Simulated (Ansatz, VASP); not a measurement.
**One calculation of SnO, two programs**

```
Sn O
1.0
     3.91871    0.00000    0.00000
     0.00000    3.91871    0.00000
     0.00000    0.00000    5.06794
Sn O
2 2
Direct
  0.93536 0.50000 0.22869
  0.56464 0.00000 0.77131
  0.00688 0.00000 0.00000
  0.49312 0.50000 0.00000
```

Change from the starting cell: mode 4 frozen in at -0.250 Å, equal normal strain along x and y +0.0133.

Alike in both runs: task single point; functional PBE; k mesh 10 × 10 × 8; occupations gaussian, width 0.05 eV; no spin polarisation.

|  | VASP | Ansatz |
| --- | --- | --- |
| version | VASP 6.6.1 | Ansatz 0.2.0 |
| potentials or method | VASP PAW PBE potentials, release 64 (Sn_d, O), cutoff 520 eV | scalar-relativistic, plane waves, PAW |
| valence electrons in the cell | 40 | 40 |

```tsv
	VASP	Ansatz	Ansatz less VASP
gap on the k mesh at the Fermi level (eV)	0.71	0.71	-0.004
least direct gap on the mesh (eV)	1.81	1.84	+0.026
pressure (GPa)	0.6	0.4	-0.21
traceless stress, the component that is largest in VASP (GPa)	5.38	5.19	-0.191
rms of the force components (eV/Å)	0.567	0.543	-0.0243
```

Atom by atom the forces differ by 0.040 eV/Å (rms over components). With one functional, cell and mesh, what is left measures potentials, basis and numerics.
